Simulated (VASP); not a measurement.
# AlN (Cm) in VASP: further runs

AlN is run at these levels: r2SCAN; tasks: single point.

Everything below comes from runs of VASP 6.6.1. Logs are shortened: lines on timing, memory, paths and dates and some standing lists are left out, and cuts for length are marked.

**1. The cell of the first run**

Symmetry: Cm, No. 8, monoclinic system. Conventional cell: a = 5.352 Å, b = 3.090 Å, c = 15.196 Å, α = 90.00°, β = 95.05°, γ = 90.00°. Within 2.5 Å of Al (site symmetry m) lie 4 N at 1.89 Å. Within 2.5 Å of Al (site symmetry m) lie 4 N at 1.89 Å. Al (site symmetry m) has 4 N at 1.89 Å within 2.5 Å. Within 2.5 Å of Al (site symmetry m) lie 4 N at 1.89 Å. Al (site symmetry m) has 4 N at 1.89 Å within 2.5 Å. Al (site symmetry m) has 4 N at 1.89 to 2.32 Å within 2.5 Å. N (site symmetry m) has 4 Al at 1.89 Å within 2.5 Å. Within 2.5 Å of N (site symmetry m) lie 4 Al at 1.89 Å.

**2. Single point, r2SCAN**

Input file POSCAR:

```
AlN
1.0
    2.1849006262     -2.1849006262      0.0000000000
    2.1849006262      0.0000000000     -2.1849006262
   12.0169534440      7.1009270350      7.1009270350
Al N
6 6
Direct
    0.7031500000     -0.2968500000      0.3958000000
    0.1614833333      0.1614833333      0.2291333333
    0.2448166667      0.2448166667      0.5624666667
    0.3281500000      0.3281500000      0.8958000000
   -0.2135166667     -0.2135166667      0.7291333333
    0.6198166667      0.6198166667      0.0624666667
    0.3385666667      0.3385666667      0.4374666667
    0.7969000000      0.7969000000      0.2708000000
   -0.1197666667     -0.1197666667      0.6041333333
   -0.0364333333     -0.0364333333      0.9374666667
   -0.5781000000     -0.5781000000      0.7708000000
    0.2552333333      0.2552333333      0.1041333333
```

Input file INCAR.step1:

```
SYSTEM = AlN
PREC = Accurate
ENCUT = 520
ISMEAR = 0
SIGMA = 0.05
LREAL = .False.
LASPH = .True.
NELM = 80
NBANDS = 36
GGA = PE
ALGO = Normal
EDIFF = 1E-4
LWAVE = .True.
LCHARG = .False.
```

Input file INCAR.step2:

```
SYSTEM = AlN
PREC = Accurate
ENCUT = 520
EDIFF = 1E-7
ISMEAR = 0
SIGMA = 0.05
LREAL = .False.
LASPH = .True.
NELM = 80
ALGO = Normal
ISIF = 2
LWAVE = .False.
LCHARG = .True.
METAGGA = R2SCAN
LMIXTAU = .True.
LELF = .True.
LVHAR = .True.
NBANDS = 36
ISTART = 1
```

Input file KPOINTS:

```
regular mesh
0
Gamma
  8 8 2
  0 0 0
```

Potentials or basis: VASP PAW PBE potentials, release 64 (Al, N).

The run is started by

```sh
cat potpaw_PBE.64/Al/POTCAR potpaw_PBE.64/N/POTCAR > POTCAR
cp INCAR.step1 INCAR
mpirun -np 1 vasp_std > vasp.out
cp INCAR.step2 INCAR
mpirun -np 1 vasp_std > vasp.out
```

OUTCAR:

```text
SYSTEM = AlN
   PREC = Accurate
   ENCUT = 520
   EDIFF = 1E-7
   ISMEAR = 0
   LREAL = .False.
   LASPH = .True.
   NELM = 80
   ISIF = 2
   METAGGA = R2SCAN
   ISTART = 1

 ion  position               nearest neighbor table
   1  0.703  0.703  0.396-   7 1.89   8 1.89   7 1.89   7 1.89   3 3.09   2 3.09   3 3.09   3 3.09
                             2 3.09   2 3.09
   2  0.161  0.161  0.229-   8 1.89  12 1.89   8 1.89   8 1.89   6 3.09   6 3.09   6 3.09   1 3.09
                             1 3.09   1 3.09
   3  0.245  0.245  0.562-   9 1.89   9 1.89   7 1.89   9 1.89   5 3.09   5 3.09   5 3.09   1 3.09
                             1 3.09   1 3.09
   4  0.328  0.328  0.896-  10 1.89  11 1.89  10 1.89  10 1.89   6 2.99   6 2.99   5 3.09   5 3.09
                             5 3.09
   5  0.786  0.786  0.729-  11 1.89   9 1.89  11 1.89  11 1.89   3 3.09   3 3.09   3 3.09   4 3.09
                             4 3.09   4 3.09
   6  0.620  0.620  0.062-  12 1.89  12 1.89  12 1.89  10 2.32   4 2.99   4 2.99   2 3.09   2 3.09
                             2 3.09
   7  0.339  0.339  0.437-   1 1.89   3 1.89   1 1.89   1 1.89
   8  0.797  0.797  0.271-   2 1.89   1 1.89   2 1.89   2 1.89
   9  0.880  0.880  0.604-   3 1.89   3 1.89   5 1.89   3 1.89
  10  0.964  0.964  0.937-   4 1.89   4 1.89   4 1.89   6 2.32
  11  0.422  0.422  0.771-   5 1.89   4 1.89   5 1.89   5 1.89
  12  0.255  0.255  0.104-   6 1.89   6 1.89   2 1.89   6 1.89

  LATTYP: Found a base centered monoclinic cell.
 ALAT       =     5.3518916729
 B/A-ratio  =     0.5773502692
 C/A-ratio  =     2.8394541729
 COS(beta)  =    -0.0880450906

  Lattice vectors:

 A1 = (   2.1849006262,  -2.1849006262,   0.0000000000)
 A2 = (   2.1849006262,   0.0000000000,  -2.1849006262)
 A3 = (   7.6471521916,   9.2858276612,   9.2858276612)

Analysis of symmetry for initial positions (statically):
=====================================================================
 Subroutine PRICEL returns:
 Original cell was already a primitive cell.

 Routine SETGRP: Setting up the symmetry group for a
 base centered monoclinic supercell.

 Subroutine GETGRP returns: Found  2 space group operations
 (whereof  2 operations were pure point group operations)
 out of a pool of  4 trial point group operations.

The static configuration has the point symmetry C_1h.

Analysis of symmetry for dynamics (positions and initial velocities):
=====================================================================
 Subroutine PRICEL returns:
 Original cell was already a primitive cell.

 Routine SETGRP: Setting up the symmetry group for a
 base centered monoclinic supercell.

 Subroutine GETGRP returns: Found  2 space group operations
 (whereof  2 operations were pure point group operations)
 out of a pool of  4 trial point group operations.

The dynamic configuration has the point symmetry C_1h.

 Subroutine INISYM returns: Found  2 space group operations
 (whereof  2 operations are pure point group operations),
 and found     1 'primitive' translations

----------------------------------------------------------------------------------------

                                     Primitive cell

  volume of cell :     125.1631

  direct lattice vectors                    reciprocal lattice vectors
     2.184900626 -2.184900626  0.000000000     0.123956820 -0.333729900  0.123956820
     2.184900626  0.000000000 -2.184900626     0.123956820  0.123956820 -0.333729900
    12.016953444  7.100927035  7.100927035     0.038140560  0.038140560  0.038140560

  length of vectors
     3.089916098  3.089916098 15.660571496     0.376969803  0.376969803  0.066061388

  position of ions in fractional coordinates (direct lattice)
     0.703150000  0.703150000  0.395800000
     0.161483333  0.161483333  0.229133333
     0.244816667  0.244816667  0.562466667
     0.328150000  0.328150000  0.895800000
     0.786483333  0.786483333  0.729133333
     0.619816667  0.619816667  0.062466667
     0.338566667  0.338566667  0.437466667
     0.796900000  0.796900000  0.270800000
     0.880233333  0.880233333  0.604133333
     0.963566667  0.963566667  0.937466667
     0.421900000  0.421900000  0.770800000
     0.255233333  0.255233333  0.104133333

  ion indices of the primitive-cell ions
   primitive index   ion index
                 1           1
                 2           2
                 3           3
                 4           4
                 5           5
                 6           6
                 7           7
                 8           8
                 9           9
                10          10
                11          11
                12          12

----------------------------------------------------------------------------------------

 KPOINTS: regular mesh

Automatic generation of k-mesh.
 Grid dimensions read from file:
 generate k-points for:    8    8    2

 Generating k-lattice:

  Cartesian coordinates                     Fractional coordinates (reciprocal lattice)
     0.015494602 -0.041716237  0.015494602     0.125000000  0.000000000  0.000000000
     0.015494602  0.015494602 -0.041716237     0.000000000  0.125000000  0.000000000
     0.019070280  0.019070280  0.019070280     0.000000000  0.000000000  0.500000000

  Length of vectors
     0.047121225  0.047121225  0.033030694

  Shift w.r.t. Gamma in fractional coordinates (k-lattice)
     0.000000000  0.000000000  0.000000000

 Subroutine IBZKPT returns following result:
 ===========================================

 Found     42 irreducible k-points:

 Following reciprocal coordinates:
            Coordinates               Weight
  0.000000  0.000000  0.000000      1.000000
  0.125000  0.000000  0.000000      4.000000
  0.250000  0.000000  0.000000      4.000000
  0.375000  0.000000 -0.000000      4.000000
  0.500000  0.000000  0.000000      2.000000
  0.125000  0.125000  0.000000      2.000000
[... 16 lines left out ...]
  0.125000  0.000000  0.500000      4.000000
  0.250000  0.000000  0.500000      4.000000
 [... further k-points ...]
   k-points           NKPTS =     42   k-points in BZ     NKDIM =     42   number of bands    NBANDS=     36
   number of dos      NEDOS =    301   number of ions     NIONS =     12
   total plane-waves  NPLWV =  69120
   dimension x,y,z NGX =    24 NGY =   24 NGZ =  120
   dimension x,y,z NGXF=    48 NGYF=   48 NGZF=  240
   ions per type =               6   6
   NGX,Y,Z   is equivalent  to a cutoff of  12.91, 12.91, 12.74 a.u.
   NGXF,Y,Z  is equivalent  to a cutoff of  25.83, 25.83, 25.48 a.u.
 SYSTEM =  AlN
   PREC   = accura    normal or accurate (medium, high low for compatibility)
   ISTART =      1    job   : 0-new  1-cont  2-samecut
   ICHARG =      0    charge: 1-file 2-atom 10-const
   ISPIN  =      1    spin polarized calculation?
   LNONCOLLINEAR =      F non collinear calculations
   LSORBIT =      F    spin-orbit coupling
   LASPH  =      T    aspherical Exc in radial PAW
   ENCUT  =  520.0 eV  38.22 Ry    6.18 a.u.   5.75  5.75 29.12*2*pi/ulx,y,z
   NELM   =     80;   NELMIN=  2; NELMDL=  0     # of ELM steps
   EDIFF  = 0.1E-06   stopping-criterion for ELM
   LREAL  =      F    real-space projection
   EDIFFG = 0.1E-05   stopping-criterion for IOM
   NSW    =      0    number of steps for IOM
   IBRION =     -1    ionic relax: 0-MD 1-quasi-New 2-CG
   NFREE  =      0    steps in history (QN), initial steepest desc. (CG)
   ISIF   =      2    stress and relaxation
   ISYM   =      2    0-nonsym 1-usesym 2-fastsym
   POTIM  = 0.5000    time-step for ionic-motion
   TEBEG  =    0.0;   TEEND  =   0.0 temperature during run
   PSTRESS=    0.0 pullay stress
   NELECT =      48.0000    total number of electrons
   NUPDOWN=      -1.0000    fix difference up-down
   EMIN   =  10.00;   EMAX   =-10.00  energy-range for DOS
   EFERMI =   0.00;   METHOD = LEGACY
   ISMEAR =     0;   SIGMA  =   0.05  broadening in eV -4-tet -1-fermi 0-gaus
   EFERMI_NEDOS =   21; number of points for ismear=-14 and -15
   IALGO  =     38    algorithm
   IMIX   =      4    mixing-type and parameters
     AMIX     =   0.40;   BMIX     =  1.00
     AMIX_MAG =   1.60;   BMIX_MAG =  1.00
  volume/ion in A,a.u.               =      10.43        70.39
  Fermi-wavevector in a.u.,A,eV,Ry     =   1.189405  2.247650 19.247952  1.414685
  Thomas-Fermi vector in A             =   2.325513
   LORBIT       =      0    0 simple, 1 ext, 2 COOP (PROOUT), +10 PAW based schemes
   METAGGA = R2SCAN    functional components
   LHFCALC =     F    Hartree Fock is set to
   AEXX    =    0.0000 exact exchange contribution
   IVDW    =     0    specifies the selected vdW correction
   LEPSILON=     F    determine dielectric tensor
   LRPA    =     F    only Hartree local field effects (RPA)
 non-spin polarized calculation
 Gauss-broadening in eV      SIGMA  =   0.05
  energy-cutoff  :      520.00
  volume of cell :      125.16
 maximum number of plane-waves:      3408
   NGX = 11   NGY = 11   NGZ = 59

 number of electron      48.0000004 magnetization

 Free energy of the ion-electron system (eV)
  ---------------------------------------------------
  ext. energy  EPLUGINS =         0.00000000
  ---------------------------------------------------
  free energy    TOTEN  =      -114.06960936 eV

  energy without entropy =     -114.06960936  energy(sigma->0) =     -114.06960936

 E-fermi :   6.2294     XC(G=0): -11.4419

 val. band max:        5.9810680603   @ k =   0.0000   0.0000   0.0000
 cond. band min:       9.8454367965   @ k =   0.5000   0.5000   0.0000
 fundamental gap:      3.8643687362
 Fermi energy:         6.2293796311

 k-point     1 :       0.0000    0.0000    0.0000
  band No.  band energies     occupation
      1     -10.0218      2.00000
      2      -9.6312      2.00000
      3      -9.5574      2.00000
      4      -8.6647      2.00000
      5      -8.5693      2.00000
      6      -7.9483      2.00000
[... 28 lines left out ...]
     35      17.8081      0.00000
     36      17.9301      0.00000

 k-point     2 :       0.1250    0.0000    0.0000
  band No.  band energies     occupation
      1      -9.8156      2.00000
      2      -9.4780      2.00000
      3      -9.3200      2.00000
      4      -8.5712      2.00000
      5      -8.3588      2.00000
      6      -7.8351      2.00000
[... 28 lines left out ...]
     35      17.7095      0.00000
     36      18.1164      0.00000

 k-point     3 :       0.2500    0.0000    0.0000
  band No.  band energies     occupation
      1      -9.2438      2.00000
      2      -8.9990      2.00000
      3      -8.7283      2.00000
      4      -8.2505      2.00000
      5      -7.9009      2.00000
      6      -7.5618      2.00000
[... 28 lines left out ...]
     35      16.9735      0.00000
     36      17.4694      0.00000
[... 742 lines left out ...]
 k-point    23 :       0.1250    0.0000    0.5000
  band No.  band energies     occupation
      1      -9.7767      2.00000
      2      -9.6238      2.00000
      3      -9.0666      2.00000
      4      -8.8663      2.00000
      5      -8.1229      2.00000
      6      -7.9229      2.00000
[... 28 lines left out ...]
     35      17.4290      0.00000
     36      18.1320      0.00000

 k-point    24 :       0.2500    0.0000    0.5000
  band No.  band energies     occupation
      1      -9.2337      2.00000
      2      -9.0356      2.00000
      3      -8.6674      2.00000
      4      -8.3170      2.00000
      5      -7.8521      2.00000
      6      -7.5785      2.00000
[... 28 lines left out ...]
     35      16.9128      0.00000
     36      17.4700      0.00000

 [... further k-points ...]

------------------------ aborting loop because EDIFF is reached ----------------------------------------

  FORCE on cell =-STRESS in cart. coord.  units (eV):
  Direction    XX          YY          ZZ          XY          YZ          ZX
  --------------------------------------------------------------------------------------
  -------------------------------------------------------------------------------------
  Total       -2.4252045     -1.7184769     -1.7184769      1.4287480     -1.1702709      1.4287496
  in kB      -31.0443540    -21.9977351    -21.9977351     18.2889976    -14.9803056     18.2890185
  external PRESSURE =     -25.0132748 kB  Pullay stress =       0.0000000 kB

 VOLUME and BASIS-vectors are now :
 -----------------------------------------------------------------------------
  energy-cutoff  :      520.00
  volume of cell :      125.16
      direct lattice vectors                 reciprocal lattice vectors
     2.184900626 -2.184900626  0.000000000     0.123956820 -0.333729900  0.123956820
     2.184900626  0.000000000 -2.184900626     0.123956820  0.123956820 -0.333729900
    12.016953444  7.100927035  7.100927035     0.038140560  0.038140560  0.038140560

 POSITION                                       TOTAL-FORCE (eV/Angst)
 -----------------------------------------------------------------------------------
      7.82894      1.27423      1.27423         0.041115      0.040115      0.040115
      3.45913      1.27423      1.27423         0.033648      0.065188      0.065188
      7.82894      3.45913      3.45913         0.039494      0.040378      0.040378
     12.19874      5.64404      5.64404        -0.013913     -0.183478     -0.183478
     12.19874      3.45913      3.45913         0.043188      0.041617      0.041617
      3.45913     -0.91067     -0.91067         0.211310     -0.718229     -0.718229
      6.73649      2.36668      2.36668        -0.038108     -0.038594     -0.038594
      6.73649      0.18178      0.18178        -0.030143     -0.043107     -0.043107
     11.10629      2.36668      2.36668        -0.040445     -0.038182     -0.038182
     15.47609      4.55158      4.55158        -0.043036      0.720812      0.720812
     11.10629      4.55158      4.55158        -0.091157     -0.032443     -0.032443
      2.36668      0.18178      0.18178        -0.111954      0.145923      0.145923
 -----------------------------------------------------------------------------------
    total drift:                                0.022816      0.044728      0.044728

  FREE ENERGIE OF THE ION-ELECTRON SYSTEM (eV)
  ---------------------------------------------------
  free  energy   TOTEN  =      -114.0696093578 eV

  energy  without entropy=     -114.0696093578  energy(sigma->0) =     -114.06960936
```

It took 11 min on 1 thread of AMD EPYC 9R45 (Zen 5), shared host; peak memory 0.31 GiB.

Results:

```
Free energy            : -114.0696 eV
Pressure               : -2.5 GPa
Largest force          : 1.037 eV/Å
Band gap on the k mesh : 3.86 eV, indirect (least direct gap 4.28 eV)
```

Forces in eV/Å, atoms in the order of the input:
```
Al   0.041  0.040  0.040
Al   0.034  0.065  0.065
Al   0.039  0.040  0.040
Al  -0.014 -0.183 -0.183
Al   0.043  0.042  0.042
Al   0.211 -0.718 -0.718
N   -0.038 -0.039 -0.039
N   -0.030 -0.043 -0.043
N   -0.040 -0.038 -0.038
N   -0.043  0.721  0.721
N   -0.091 -0.032 -0.032
N   -0.112  0.146  0.146
```

Stress tensor (GPa, compression positive):
```
-3.10  1.83  1.83
 1.83 -2.20 -1.50
 1.83 -1.50 -2.20
```

Caveat: the PAW data sets were made with another functional, which shifts forces and pressure a little. r2SCAN opens gaps a little over a GGA but as a rule still falls short of measured ones.

(Part 1 of 2 ends here.)
